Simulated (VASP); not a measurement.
# Na2C3 (R-3m) in VASP: a series of runs

The runs below take Na2C3 through relaxation of cell and atoms, single point, with PBE.

All numbers are computed with VASP 6.6.1; they aren't measurements. Logs are shortened: lines on timing, memory, paths and dates and some standing lists are left out, and cuts for length are marked.

## 1. The cell of the first run

It takes space group R-3m (No. 166, trigonal). Conventional cell: a = 4.130 Å, b = 4.130 Å, c = 18.836 Å, α = 90.00°, β = 90.00°, γ = 120.00°. Within 2.4 Å of Na (site symmetry 3m) lie 3 C at 1.84 Å. Within 2.4 Å of C (site symmetry 2/m) lie 2 Na at 1.84 Å and 4 C at 2.07 Å.

## 2. Relaxation of cell and atoms, PBE

The input, INCAR:

```
  PREC = Accurate
  ENCUT = 600
  EDIFF = 1E-6
  ISMEAR = 0
  SIGMA = 0.1
  LREAL = False
  LASPH = True
  NELM = 100
  ALGO = Normal
  ISIF = 3
  LWAVE = False
  LCHARG = False
  GGA = PE
  IBRION = 2
  NSW = 90
  EDIFFG = -0.04
```

The input, KPOINTS:

```
Automatic mesh
0
Gamma
  6 6 6
```

The input, POSCAR:

```
Na2C3
1.0
    2.0651657200      1.1923239800      6.2787436100
   -2.0651657200      1.1923239800      6.2787436100
    0.0000000000     -2.3846479700      6.2787436100
Na C
2 3
Direct
    0.9076397000      0.9076397000      0.9076397000
    0.0923603000      0.0923603000      0.0923603000
    0.0000000000      0.0000000000      0.5000000000
    0.5000000000      0.0000000000      0.0000000000
    0.0000000000      0.5000000000      0.0000000000
```

Potentials or basis: VASP PAW PBE potentials, release 64 (Na_pv, C).

Launch:

```sh
$ cat potpaw_PBE.64/Na_pv/POTCAR potpaw_PBE.64/C/POTCAR > POTCAR
$ mpirun -np 1 vasp_std > vasp.out
```

OUTCAR:

```text
PREC = Accurate
   ENCUT = 600
   EDIFF = 1E-6
   ISMEAR = 0
   LREAL = False
   LASPH = True
   NELM = 100
   ISIF = 3
   GGA = PE
   IBRION = 2
   NSW = 90
   EDIFFG = -0.04

 ion  position               nearest neighbor table
   1  0.908  0.908  0.908-   4 1.84   5 1.84   3 1.84
   2  0.092  0.092  0.092-   4 1.84   5 1.84   3 1.84
   3  0.000  0.000  0.500-   1 1.84   2 1.84   4 2.07   5 2.07   5 2.07   4 2.07
   4  0.500  0.000  0.000-   1 1.84   2 1.84   3 2.07   3 2.07   5 2.07   5 2.07
   5  0.000  0.500  0.000-   1 1.84   2 1.84   3 2.07   3 2.07   4 2.07   4 2.07

  LATTYP: Found a trigonal (rhomboedric) cell.
 ALAT       =     6.7163358496
 COS(alpha) =     0.8109071967

  Lattice vectors:

 A1 = (   2.0651657200,   1.1923239800,   6.2787436100)
 A2 = (  -2.0651657200,   1.1923239800,   6.2787436100)
 A3 = (   0.0000000000,  -2.3846479700,   6.2787436100)

Analysis of symmetry for initial positions (statically):
=====================================================================
 Subroutine PRICEL returns:
 Original cell was already a primitive cell.

 Routine SETGRP: Setting up the symmetry group for a
 trigonal (rhombohedral) supercell.

 Subroutine GETGRP returns: Found 12 space group operations
 (whereof 12 operations were pure point group operations)
 out of a pool of 12 trial point group operations.

The static configuration has the point symmetry D_3d.

Analysis of symmetry for dynamics (positions and initial velocities):
=====================================================================
 Subroutine PRICEL returns:
 Original cell was already a primitive cell.

 Routine SETGRP: Setting up the symmetry group for a
 trigonal (rhombohedral) supercell.

 Subroutine GETGRP returns: Found 12 space group operations
 (whereof 12 operations were pure point group operations)
 out of a pool of 12 trial point group operations.

The dynamic configuration has the point symmetry D_3d.

 Subroutine INISYM returns: Found 12 space group operations
 (whereof 12 operations are pure point group operations),
 and found     1 'primitive' translations

----------------------------------------------------------------------------------------

                                     Primitive cell

  volume of cell :      92.7627

  direct lattice vectors                    reciprocal lattice vectors
[... 85 lines left out ...]
   ISTART =      0    job   : 0-new  1-cont  2-samecut
   ICHARG =      2    charge: 1-file 2-atom 10-const
   ISPIN  =      1    spin polarized calculation?
   LNONCOLLINEAR =      F non collinear calculations
   LSORBIT =      F    spin-orbit coupling
   LASPH  =      T    aspherical Exc in radial PAW
   ENCUT  =  600.0 eV  44.10 Ry    6.64 a.u.  13.41 13.41 13.41*2*pi/ulx,y,z
   NELM   =    100;   NELMIN=  2; NELMDL= -5     # of ELM steps
   EDIFF  = 0.1E-05   stopping-criterion for ELM
   LREAL  =      F    real-space projection
   EDIFFG = -.4E-01   stopping-criterion for IOM
   NSW    =     90    number of steps for IOM
   IBRION =      2    ionic relax: 0-MD 1-quasi-New 2-CG
   NFREE  =      1    steps in history (QN), initial steepest desc. (CG)
   ISIF   =      3    stress and relaxation
   ISYM   =      2    0-nonsym 1-usesym 2-fastsym
   POTIM  = 0.5000    time-step for ionic-motion
   TEBEG  =    0.0;   TEEND  =   0.0 temperature during run
   PSTRESS=    0.0 pullay stress
   NELECT =      26.0000    total number of electrons
   NUPDOWN=      -1.0000    fix difference up-down
   EMIN   =  10.00;   EMAX   =-10.00  energy-range for DOS
   EFERMI =   0.00;   METHOD = LEGACY
   ISMEAR =     0;   SIGMA  =   0.10  broadening in eV -4-tet -1-fermi 0-gaus
   EFERMI_NEDOS =   21; number of points for ismear=-14 and -15
   IALGO  =     38    algorithm
   IMIX   =      4    mixing-type and parameters
     AMIX     =   0.40;   BMIX     =  1.00
     AMIX_MAG =   1.60;   BMIX_MAG =  1.00
  volume/ion in A,a.u.               =      18.55       125.20
  Fermi-wavevector in a.u.,A,eV,Ry     =   1.071375  2.024605 15.617374  1.147845
  Thomas-Fermi vector in A             =   2.207114
   LORBIT       =      0    0 simple, 1 ext, 2 COOP (PROOUT), +10 PAW based schemes
   GGA     = PE    functional components
   LHFCALC =     F    Hartree Fock is set to
   AEXX    =    0.0000 exact exchange contribution
   IVDW    =     0    specifies the selected vdW correction
   LEPSILON=     F    determine dielectric tensor
   LRPA    =     F    only Hartree local field effects (RPA)
 conjugate gradient relaxation of ions
 non-spin polarized calculation
 Gauss-broadening in eV      SIGMA  =   0.10
  energy-cutoff  :      600.00
  volume of cell :       92.76
 maximum number of plane-waves:      3115
 NGX is ok and might be reduce to    54
   NGX = 27   NGY = 27   NGZ = 27

--------------------------------------- Ionic step        1  -------------------------------------------

 number of electron      25.9999997 magnetization

 Free energy of the ion-electron system (eV)
  ---------------------------------------------------
  ext. energy  EPLUGINS =         0.00000000
  ---------------------------------------------------
  free energy    TOTEN  =       -11.35287195 eV

  energy without entropy =      -11.33191052  energy(sigma->0) =      -11.34239123

------------------------ aborting loop because EDIFF is reached ----------------------------------------

  FORCE on cell =-STRESS in cart. coord.  units (eV):
  Direction    XX          YY          ZZ          XY          YZ          ZX
  --------------------------------------------------------------------------------------
  -------------------------------------------------------------------------------------
  Total        3.3741307      3.3741307     34.5389777      0.0000000     -0.0000000      0.0000000
  in kB       58.2772833     58.2772832    596.5500337      0.0000000     -0.0000003      0.0000000
  external PRESSURE =     237.7015334 kB  Pullay stress =       0.0000000 kB
[... 1067 lines left out ...]
      6     -18.7020      2.00000
[... 9 lines left out ...]
     16       9.4010      0.00000
     17      12.2814      0.00000

 [... further k-points ...]

[... ionic steps 4 to 14 ...]

--------------------------------------- Ionic step       15  -------------------------------------------

 number of electron      25.9999994 magnetization

------------------------ aborting loop because EDIFF is reached ----------------------------------------
[... 73 lines left out ...]
--------------------------------------- Ionic step       17  -------------------------------------------

 number of electron      25.9999999 magnetization

 Free energy of the ion-electron system (eV)
  ---------------------------------------------------
  ext. energy  EPLUGINS =         0.00000000
  ---------------------------------------------------
  free energy    TOTEN  =       -22.27897535 eV

  energy without entropy =      -22.26690387  energy(sigma->0) =      -22.27293961

 E-fermi :   3.3386     XC(G=0):  -8.5640

 val. band max:        3.3371130824   @ k =  -0.1667   0.1667   0.0000
 cond. band min:       3.3461734637   @ k =   0.0000   0.0000   0.0000
 fundamental gap:      0.0090603814
 Fermi energy:         3.3386038350
[... 512 lines left out ...]
  FREE ENERGIE OF THE ION-ELECTRON SYSTEM (eV)
  ---------------------------------------------------
  free  energy   TOTEN  =       -22.2789753471 eV

  energy  without entropy=      -22.2669038657  energy(sigma->0) =      -22.27293961

 reached required accuracy - stopping structural energy minimisation
```

CONTCAR:

```text
Na2C3
   1.00000000000000
     1.6405704254695075    0.9471837730064272    8.3160764941564729
    -1.6405704254695075    0.9471837730064272    8.3160764941564729
    -0.0000000000000000   -1.8943675561808588    8.3160764946945278
  Na              C
     2     3
Direct
     0.9339841860272521    0.9339841860272521    0.9339841860126085
     0.0660158139727481    0.0660158139727481    0.0660158139873916
     0.0000000000000000    0.0000000000000000    0.5000000000000000
     0.5000000000000000    0.0000000000000000    0.0000000000000000
     0.0000000000000000    0.5000000000000000    0.0000000000000000

  0.00000000E+00  0.00000000E+00  0.00000000E+00
  0.00000000E+00  0.00000000E+00  0.00000000E+00
  0.00000000E+00  0.00000000E+00  0.00000000E+00
  0.00000000E+00  0.00000000E+00  0.00000000E+00
  0.00000000E+00  0.00000000E+00  0.00000000E+00
```

Wall time 19 min (1 thread of Intel Xeon 6975P-C (Granite Rapids), shared host); peak memory 0.44 GiB.

Results:

* Free energy: -22.2790 eV
* Relaxed volume: 15.51 Å³/atom
* Relaxed cell: a = 8.529 Å, b = 8.529 Å, c = 8.529 Å, α = 22.18°, β = 22.18°, γ = 22.18°
* Space group after relaxing (to 0.05 Å): R-3m (No. 166)
* Energy gained by relaxing: 2185.2 meV/atom
* Ionic steps: 17
* Pressure after relaxing: 0.1 GPa
* Largest force after relaxing: 0.039 eV/Å
* Band gap on the k mesh: zero (band 13 reaches 4.40 eV, above the bottom of band 14 at 0.80 eV)

Forces on the atoms (eV/Å):
```
Na   0.000  0.000 -0.039
Na   0.000  0.000  0.039
C    0.000  0.000  0.000
C    0.000  0.000  0.000
C    0.000  0.000  0.000
```

The path:
```csv
step,energy change (eV),largest force (eV/Å),pressure (GPa),volume (Å³)
1,0.0000,12.1218,23.77,92.76
2,-5.9919,0.8557,-11.45,131.86
3,-6.5874,0.0530,-9.81,116.97
4,-9.0964,0.0520,-11.54,99.36
5,-1.0511,0.6555,112.05,50.20
6,-10.2130,0.2254,-9.82,90.07
7,-10.7622,0.1645,5.68,74.51
8,-10.8926,0.2040,-2.53,80.09
9,-10.9083,0.1960,-0.67,78.71
10,-10.9155,0.1645,-0.28,78.06
11,-10.9221,0.0534,0.87,76.34
12,-10.9241,0.0085,0.22,76.66
13,-10.9242,0.0184,0.33,76.60
14,-10.9250,0.0283,0.14,76.93
15,-10.9255,0.0444,-0.17,77.46
16,-10.9260,0.0410,0.00,77.51
17,-10.9261,0.0389,0.12,77.54
```

Final structure:
```yaml
crystal:
  lattice:
    - [1.64057, 0.94718, 8.31608]
    - [-1.64057, 0.94718, 8.31608]
    - [0.00000, -1.89437, 8.31608]
  atoms:
    - { symbol: Na, position: [0.93398, 0.93398, 0.93398] }
    - { symbol: Na, position: [0.06602, 0.06602, 0.06602] }
    - { symbol: C, position: [0.00000, 0.00000, 0.50000] }
    - { symbol: C, position: [0.50000, 0.00000, 0.00000] }
    - { symbol: C, position: [0.00000, 0.50000, 0.00000] }
```

Levels at points of the mesh, in eV from the Fermi level:
| k point | band 11 | band 12 | band 13 | band 14 | band 15 | band 16 |
| --- | --- | --- | --- | --- | --- | --- |
| (0.00, 0.00, 0.00) | -5.28 | -3.37 | -2.54 | -2.54 | 0.01 | 1.97 |
| (0.50, 0.00, 0.00) | -5.08 | -2.86 | 0.93 | 1.59 | 2.50 | 3.01 |
| (0.50, 0.50, 0.00) | -5.09 | -2.86 | 1.07 | 1.78 | 2.50 | 3.01 |
| (0.50, 0.50, 0.50) | -5.28 | -3.00 | -2.54 | -2.54 | -1.12 | 3.35 |

Caveat: the volume moved by over 15 % at a fixed basis, so the end points are rough.

## 3. Single point, PBE

This run uses another cell than the first one, of 15.32 Å³/atom, 0.826 times its volume.

The input, INCAR:

```
SYSTEM = Na2C3
  ALGO = Normal
  EDIFF = 1E-6
  ENCUT = 520
  GGA = PE
  ISIF = 2
  ISMEAR = 0
  LASPH = .True.
  LCHARG = .True.
  LELF = .True.
  LREAL = .False.
  LVHAR = .True.
  LWAVE = .False.
  NBANDS = 21
  NELM = 100
  PREC = Accurate
  SIGMA = 0.1
```

The input, KPOINTS:

```
k-points
0
Gamma
  12 12 12
  0 0 0
```

The input, POSCAR:

```
Na2C3
1.0
    1.6267854825      0.9392250362      8.3535289022
   -1.6267854825      0.9392250362      8.3535289022
    0.0000000000     -1.8784500724      8.3535289022
Na C
2 3
Direct
    0.9359470395      0.9359470395      0.9359470395
    0.0640529605      0.0640529605      0.0640529605
    0.0000000000      0.0000000000      0.5000000000
    0.5000000000      0.0000000000      0.0000000000
    0.0000000000      0.5000000000      0.0000000000
```

Potentials or basis: VASP PAW PBE potentials, release 64 (Na_pv, C).

Launch:

```sh
$ cat potpaw_PBE.64/Na_pv/POTCAR potpaw_PBE.64/C/POTCAR > POTCAR
$ mpirun -np 1 vasp_std > vasp.out
```

Wall time 17 min (1 thread of Intel Xeon 6975P-C (Granite Rapids), shared host); peak memory 0.66 GiB.

It converged, with:

```yaml
Free_energy: -22.2493 eV
Pressure: 0.0 GPa
Band_gap_on_the_k_mesh: zero (band 13 reaches 4.55 eV, above the bottom of band 14 at 0.93 eV)
```

Forces on the atoms (eV/Å):
```
Na   0.000  0.000  0.002
Na   0.000  0.000 -0.002
C    0.000  0.000  0.000
C    0.000  0.000  0.000
C    0.000  0.000  0.000
```

Levels at points of the mesh, in eV from the Fermi level:
```csv
k point,band 11,band 12,band 13,band 14,band 15,band 16
"(0.00, 0.00, 0.00)",-5.33,-3.19,-2.32,-2.32,0.11,2.00
"(0.50, 0.00, 0.00)",-5.13,-2.86,1.16,1.87,2.62,3.14
"(0.50, 0.50, 0.00)",-5.14,-2.86,1.30,2.08,2.62,3.14
"(0.50, 0.50, 0.50)",-5.33,-2.82,-2.32,-2.32,-1.03,3.49
```

[end of part 1 of 2]
